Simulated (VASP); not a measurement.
Crystal: In4Sb.

```
CELL_PARAMETERS angstrom
-3.48775 3.48775 3.48775
3.48775 -3.48775 3.48775
3.48775 3.48775 -3.48775
ATOMIC_POSITIONS crystal
In 0.50000 0.50000 0.50000
In 0.50000 0.00000 0.00000
In 0.00000 0.00000 0.50000
In 0.00000 0.50000 0.00000
Sb 0.00000 0.00000 0.00000
```

The cell was built from a structure type or drawn by symmetry, and may not be a known phase.

* Program: VASP 6.6.1
* Task: relaxation of cell and atoms
* Functional: PBE
* Potentials or basis: VASP PAW PBE potentials, release 64 (In_d, Sb)
* Cutoff: 600 eV
* k mesh: 8 × 8 × 8
* Occupations: gaussian, width 0.1 eV
* Spin: no spin polarisation

At the start: pressure 1.3 GPa; volume 33.94 Å³/atom.

How do energy, volume and symmetry change on relaxing?

Over 3 steps the energy falls by 6.5 meV/atom and the volume is 35.61 Å³/atom (+4.9 %); space group Im-3m (No. 229, to 0.1 Å) before and after.

The path:
| step | energy change (eV) | largest force (eV/Å) | pressure (GPa) | volume (Å³) |
| --- | --- | --- | --- | --- |
| 1 | 0.0000 | 0.0000 | 1.30 | 169.70 |
| 2 | -0.0313 | 0.0000 | 0.21 | 176.53 |
| 3 | -0.0325 | 0.0000 | 0.02 | 178.06 |

Final structure:
```yaml
crystal:
  lattice:
    - [-3.54408, 3.54408, 3.54408]
    - [3.54408, -3.54408, 3.54408]
    - [3.54408, 3.54408, -3.54408]
  atoms:
    - { symbol: In, position: [0.50000, 0.50000, 0.50000] }
    - { symbol: In, position: [0.50000, 0.00000, 0.00000] }
    - { symbol: In, position: [0.00000, 0.00000, 0.50000] }
    - { symbol: In, position: [0.00000, 0.50000, 0.00000] }
    - { symbol: Sb, position: [0.00000, 0.00000, 0.00000] }
```
